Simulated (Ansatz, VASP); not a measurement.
One calculation of ZnO, two programs

```
CELL_PARAMETERS angstrom
3.18681 0.00000 0.00000
-1.59341 2.75986 0.00000
0.00000 0.00000 5.15356
ATOMIC_POSITIONS crystal
Zn 0.33333 0.66667 0.50034
Zn 0.66667 0.33333 0.00034
O 0.66667 0.33333 0.37867
O 0.33333 0.66667 0.87867
```

Alike in both runs: functional LDA; k mesh 12 × 12 × 6; occupations gaussian, width 0.02 eV; no spin polarisation.

Ansatz relaxed the structure, and its values are those at the end. VASP's run is a single point on that final structure, the one shown.

```csv
,VASP,Ansatz
version,VASP 6.6.1,Ansatz 0.2.0
potentials or method,"VASP PAW LDA potentials, release 64 (Zn, O_h), cutoff 910 eV","scalar-relativistic, plane waves, PAW"
valence electrons in the cell,36,36
```

VASP gave:

- gap on the k mesh at the Fermi level (eV): 0.81
- least direct gap on the mesh (eV): 0.81

Task: What did Ansatz give for the same quantities?

Result: gap on the k mesh at the Fermi level (eV): 0.80; least direct gap on the mesh (eV): 0.80.

LDA's correlation is that of Perdew and Zunger in VASP and of Perdew and Wang (1992) in Ansatz.

Noted on VASP's run: the cutoff is short for stress, so the pressure is rough.
